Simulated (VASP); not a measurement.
Wanted: the native input for a VASP 6.6.1 run.

| Item | Value |
| --- | --- |
| Task | single point |
| Functional | PBE |
| Dispersion | D3(BJ) |
| Potentials or basis | VASP PAW PBE potentials, release 64 (Al) |
| Cutoff | 520 eV |
| k mesh | 26 × 26 × 26 |
| Occupations | gaussian, width 0.15 eV |
| Spin | no spin polarisation |
| Dipole correction | no |
| Further INCAR settings | ALGO = Fast; EDIFF = 1e-06; NBANDS = 8 |

The structure of Al lies in POSCAR:

```
Al
1.0
    0.0000000000      1.9913628292      2.1904991121
    1.9913628292      0.0000000000      2.1904991121
    1.9913628292      1.9913628292      0.0000000000
Al
1
Direct
    0.0000000000      0.0000000000      0.0000000000
```

This cell differs from its parent crystal: strain +0.1000 x Voigt [0, 0, 1, 0, 0, 0].

One way to write it, as run:

INCAR

```
PREC = Accurate ; ENCUT = 520
EDIFF = 1E-6 ; ISMEAR = 0
SIGMA = 0.15 ; LREAL = F
LASPH = T ; NELM = 80
ALGO = Fast ; ISIF = 2
LWAVE = F ; LCHARG = F
GGA = PE ; IVDW = 12
NBANDS = 8
```

KPOINTS

```
Automatic mesh
0
Gamma
  26 26 26
```

Potentials or basis: VASP PAW PBE potentials, release 64 (Al).

Run with:

```bash
$ cat potpaw_PBE.64/Al/POTCAR > POTCAR
$ mpirun -np 1 vasp_std > vasp.out
```

Results of the run:

The pressure is -6.1 GPa and the dispersion energy per atom is -0.319 eV.

Caveat: the cell differs from its parent crystal (strain +0.1000 x Voigt [0, 0, 1, 0, 0, 0]); pairwise dispersion overbinds metals, which lowers pressure and volume.

Wall time 52 s on 1 thread of Intel(R) Xeon(R) Platinum 8559C (Emerald Rapids) (shared host), peak memory 0.28 GiB.
